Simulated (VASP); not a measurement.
# AlCo (CsCl type) (Pm-3m) in VASP: a series of runs, part 2 of 2

VASP 6.6.1. The steps go on from the part before.

### Step 3. Single point, PBE

INCAR

```
PREC = Accurate
ENCUT = 520
EDIFF = 1E-7
ISMEAR = -1
SIGMA = 0.08
LREAL = F
LASPH = T
NELM = 80
ALGO = Normal
ISIF = 2
LWAVE = F
LCHARG = F
GGA = PE
NBANDS = 13
```

KPOINTS

```
regular mesh
0
Gamma
  14 14 14
```

POSCAR

```
AlCo
1.0
    2.7489134891      0.0000000000      0.0000000000
    0.0000000000      2.7489134891      0.0000000000
    0.0000000000      0.0000000000      2.7489134891
Co Al
1 1
Direct
    0.0000000000      0.0000000000      0.0000000000
    0.5000000000      0.5000000000      0.5000000000
```

Potentials or basis: VASP PAW PBE potentials, release 64 (Co, Al).

On the command line:

```
$ cat potpaw_PBE.64/Co/POTCAR potpaw_PBE.64/Al/POTCAR > POTCAR
$ mpirun -np 1 vasp_std > vasp.out
```

OUTCAR:

```text
PREC = Accurate
   ENCUT = 520
   EDIFF = 1E-7
   ISMEAR = -1
   LREAL = F
   LASPH = T
   NELM = 80
   ISIF = 2
   GGA = PE

 ion  position               nearest neighbor table
   1  0.000  0.000  0.000-   2 2.38   2 2.38   2 2.38   2 2.38   2 2.38   2 2.38   2 2.38   2 2.38

   2  0.500  0.500  0.500-   1 2.38   1 2.38   1 2.38   1 2.38   1 2.38   1 2.38   1 2.38   1 2.38

  LATTYP: Found a simple cubic cell.
 ALAT       =     2.7489134891

  Lattice vectors:

 A1 = (   2.7489134891,   0.0000000000,   0.0000000000)
 A2 = (   0.0000000000,   2.7489134891,   0.0000000000)
 A3 = (   0.0000000000,   0.0000000000,   2.7489134891)

Analysis of symmetry for initial positions (statically):
=====================================================================
 Subroutine PRICEL returns:
 Original cell was already a primitive cell.

 Routine SETGRP: Setting up the symmetry group for a
 simple cubic supercell.

 Subroutine GETGRP returns: Found 48 space group operations
 (whereof 48 operations were pure point group operations)
 out of a pool of 48 trial point group operations.

The static configuration has the point symmetry O_h .

Analysis of symmetry for dynamics (positions and initial velocities):
=====================================================================
 Subroutine PRICEL returns:
 Original cell was already a primitive cell.

 Routine SETGRP: Setting up the symmetry group for a
 simple cubic supercell.

 Subroutine GETGRP returns: Found 48 space group operations
 (whereof 48 operations were pure point group operations)
 out of a pool of 48 trial point group operations.

The dynamic configuration has the point symmetry O_h .

 Subroutine INISYM returns: Found 48 space group operations
 (whereof 48 operations are pure point group operations),
 and found     1 'primitive' translations

----------------------------------------------------------------------------------------

                                     Primitive cell

  volume of cell :      20.7722

  direct lattice vectors                    reciprocal lattice vectors
     2.748913489  0.000000000  0.000000000     0.363780091  0.000000000  0.000000000
     0.000000000  2.748913489  0.000000000     0.000000000  0.363780091  0.000000000
     0.000000000  0.000000000  2.748913489     0.000000000  0.000000000  0.363780091

  length of vectors
     2.748913489  2.748913489  2.748913489     0.363780091  0.363780091  0.363780091

  position of ions in fractional coordinates (direct lattice)
     0.000000000  0.000000000  0.000000000
     0.500000000  0.500000000  0.500000000

  ion indices of the primitive-cell ions
   primitive index   ion index
                 1           1
                 2           2

----------------------------------------------------------------------------------------

 KPOINTS: regular mesh

Automatic generation of k-mesh.
 Grid dimensions read from file:
 generate k-points for:   14   14   14

 Generating k-lattice:

  Cartesian coordinates                     Fractional coordinates (reciprocal lattice)
     0.025984292  0.000000000  0.000000000     0.071428571  0.000000000  0.000000000
     0.000000000  0.025984292  0.000000000     0.000000000  0.071428571  0.000000000
     0.000000000  0.000000000  0.025984292     0.000000000  0.000000000  0.071428571

  Length of vectors
     0.025984292  0.025984292  0.025984292

  Shift w.r.t. Gamma in fractional coordinates (k-lattice)
     0.000000000  0.000000000  0.000000000

 Subroutine IBZKPT returns following result:
 ===========================================

 Found    120 irreducible k-points:

 Following reciprocal coordinates:
            Coordinates               Weight
  0.000000  0.000000  0.000000      1.000000
  0.071429  0.000000  0.000000      6.000000
  0.142857  0.000000  0.000000      6.000000
  0.214286  0.000000  0.000000      6.000000
  0.285714  0.000000  0.000000      6.000000
  0.357143  0.000000  0.000000      6.000000
[... 16 lines left out ...]
  0.285714  0.214286  0.000000     24.000000
  0.357143  0.214286  0.000000     24.000000
 [... further k-points ...]
   k-points           NKPTS =    120   k-points in BZ     NKDIM =    120   number of bands    NBANDS=     13
   number of dos      NEDOS =    301   number of ions     NIONS =      2
   total plane-waves  NPLWV =   8000
   dimension x,y,z NGX =    20 NGY =   20 NGZ =   20
   dimension x,y,z NGXF=    40 NGYF=   40 NGZF=   40
   ions per type =               1   1
   NGX,Y,Z   is equivalent  to a cutoff of  12.10, 12.10, 12.10 a.u.
   NGXF,Y,Z  is equivalent  to a cutoff of  24.19, 24.19, 24.19 a.u.
 SYSTEM =  unknown system
   PREC   = accura    normal or accurate (medium, high low for compatibility)
   ISTART =      0    job   : 0-new  1-cont  2-samecut
   ICHARG =      2    charge: 1-file 2-atom 10-const
   ISPIN  =      1    spin polarized calculation?
   LNONCOLLINEAR =      F non collinear calculations
   LSORBIT =      F    spin-orbit coupling
   LASPH  =      T    aspherical Exc in radial PAW
   ENCUT  =  520.0 eV  38.22 Ry    6.18 a.u.   5.11  5.11  5.11*2*pi/ulx,y,z
   NELM   =     80;   NELMIN=  2; NELMDL= -5     # of ELM steps
   EDIFF  = 0.1E-06   stopping-criterion for ELM
   LREAL  =      F    real-space projection
   EDIFFG = 0.1E-05   stopping-criterion for IOM
   NSW    =      0    number of steps for IOM
   IBRION =     -1    ionic relax: 0-MD 1-quasi-New 2-CG
   NFREE  =      0    steps in history (QN), initial steepest desc. (CG)
   ISIF   =      2    stress and relaxation
   ISYM   =      2    0-nonsym 1-usesym 2-fastsym
   POTIM  = 0.5000    time-step for ionic-motion
   TEBEG  =    0.0;   TEEND  =   0.0 temperature during run
   PSTRESS=    0.0 pullay stress
   NELECT =      12.0000    total number of electrons
   NUPDOWN=      -1.0000    fix difference up-down
   EMIN   =  10.00;   EMAX   =-10.00  energy-range for DOS
   EFERMI =   0.00;   METHOD = LEGACY
   ISMEAR =    -1;   SIGMA  =   0.08  broadening in eV -4-tet -1-fermi 0-gaus
   EFERMI_NEDOS =   21; number of points for ismear=-14 and -15
   IALGO  =     38    algorithm
   IMIX   =      4    mixing-type and parameters
     AMIX     =   0.40;   BMIX     =  1.00
     AMIX_MAG =   1.60;   BMIX_MAG =  1.00
  volume/ion in A,a.u.               =      10.39        70.09
  Fermi-wavevector in a.u.,A,eV,Ry     =   1.363455  2.576557 25.293364  1.859010
  Thomas-Fermi vector in A             =   2.489856
   LORBIT       =      0    0 simple, 1 ext, 2 COOP (PROOUT), +10 PAW based schemes
   GGA     = PE    functional components
   LHFCALC =     F    Hartree Fock is set to
   AEXX    =    0.0000 exact exchange contribution
   IVDW    =     0    specifies the selected vdW correction
   LEPSILON=     F    determine dielectric tensor
   LRPA    =     F    only Hartree local field effects (RPA)
 non-spin polarized calculation
  energy-cutoff  :      520.00
  volume of cell :       20.77
 maximum number of plane-waves:       587
   NGX = 11   NGY = 11   NGZ = 11

 number of electron      12.0000013 magnetization

 Free energy of the ion-electron system (eV)
  ---------------------------------------------------
  ext. energy  EPLUGINS =         0.00000000
  ---------------------------------------------------
  free energy    TOTEN  =       -11.82611657 eV

  energy without entropy =      -11.81153213  energy(sigma->0) =      -11.81882435

 E-fermi :  12.0935     XC(G=0): -12.8029

 val. band max:       12.0845210310   @ k =   0.4286   0.4286   0.0714
 cond. band min:      12.0964863129   @ k =   0.5000   0.3571   0.0000
 fundamental gap:      0.0119652819
 Fermi energy:        12.0935208891

 k-point     1 :       0.0000    0.0000    0.0000
  band No.  band energies     occupation
      1       0.2732      2.00000
      2       8.6177      2.00000
      3       8.6177      2.00000
      4      11.1223      1.99999
      5      11.1223      1.99999
      6      11.1223      1.99999
      7      18.6446      0.00000
      8      18.6446      0.00000
      9      18.6446      0.00000
     10      21.2957      0.00000
     11      21.2957      0.00000
     12      29.4746      0.00000
     13      35.1026      0.00000
[... 353 lines left out ...]
 k-point    24 :       0.3571    0.2143    0.0000
  band No.  band energies     occupation
      1       3.5943      2.00000
      2       7.6137      2.00000
      3       9.1820      2.00000
      4       9.9665      2.00000
      5      10.3580      2.00000
      6      10.8366      2.00000
      7      12.9016      0.00008
      8      17.0703      0.00000
      9      21.0114      0.00000
     10      22.7850      0.00000
     11      25.2388      0.00000
     12      27.7585      0.00000
     13      30.0418      0.00000

 [... further k-points ...]
[... 5 lines left out ...]
  --------------------------------------------------------------------------------------
  -------------------------------------------------------------------------------------
  Total        3.2418014      3.2418014      3.2418014     -0.0000000      0.0000000      0.0000000
  in kB      250.0424631    250.0424631    250.0424631     -0.0000000      0.0000000      0.0000000
  external PRESSURE =     250.0424631 kB  Pullay stress =       0.0000000 kB

 VOLUME and BASIS-vectors are now :
 -----------------------------------------------------------------------------
  energy-cutoff  :      520.00
  volume of cell :       20.77
      direct lattice vectors                 reciprocal lattice vectors
     2.748913489  0.000000000  0.000000000     0.363780091  0.000000000  0.000000000
     0.000000000  2.748913489  0.000000000     0.000000000  0.363780091  0.000000000
     0.000000000  0.000000000  2.748913489     0.000000000  0.000000000  0.363780091

 POSITION                                       TOTAL-FORCE (eV/Angst)
 -----------------------------------------------------------------------------------
      0.00000      0.00000      0.00000         0.000000      0.000000      0.000000
      1.37446      1.37446      1.37446         0.000000      0.000000      0.000000
 -----------------------------------------------------------------------------------
    total drift:                               -0.000000      0.000000      0.000000

  FREE ENERGIE OF THE ION-ELECTRON SYSTEM (eV)
  ---------------------------------------------------
  free  energy   TOTEN  =       -11.8261165725 eV

  energy  without entropy=      -11.8115321290  energy(sigma->0) =      -11.81882435
```

stdout:

```text
POSCAR found type information on POSCAR CoAl
 POSCAR found :  2 types and       2 ions
 scaLAPACK will be used
 LDA part: xc-table for (Slater+PW92), standard interpolation
 POSCAR, INCAR and KPOINTS ok, starting setup
 FFT: planning ... GRIDC
 FFT: planning ... GRID_SOFT
 FFT: planning ... GRID
 WAVECAR not read
 entering main loop
```

Wall time 16 s (1 thread of Intel Xeon Platinum 8375C at 2.90GHz (Ice Lake), shared host); peak memory 0.15 GiB.

Results:

```yaml
Free_energy: -11.8261 eV
Pressure: 25.0 GPa
Band_gap_on_the_k_mesh: zero (band 6 reaches 14.49 eV, above the bottom of band 7 at 11.83 eV)
```

Levels at points of the mesh, in eV from the Fermi level:
| k point | band 3 | band 4 | band 5 | band 6 | band 7 | band 8 | band 9 | band 10 |
| --- | --- | --- | --- | --- | --- | --- | --- | --- |
| (0.00, 0.00, 0.00) | -3.48 | -0.97 | -0.97 | -0.97 | 6.55 | 6.55 | 6.55 | 9.20 |
| (0.50, 0.00, 0.00) | -2.78 | -1.97 | -1.97 | -0.84 | 0.25 | 8.53 | 11.25 | 11.25 |
| (0.50, 0.50, 0.00) | -2.89 | -2.89 | -1.76 | -1.76 | -0.26 | 2.78 | 4.13 | 14.06 |
| (0.50, 0.50, 0.50) | -4.47 | -0.22 | -0.22 | 2.40 | 2.40 | 2.40 | 5.18 | 5.95 |
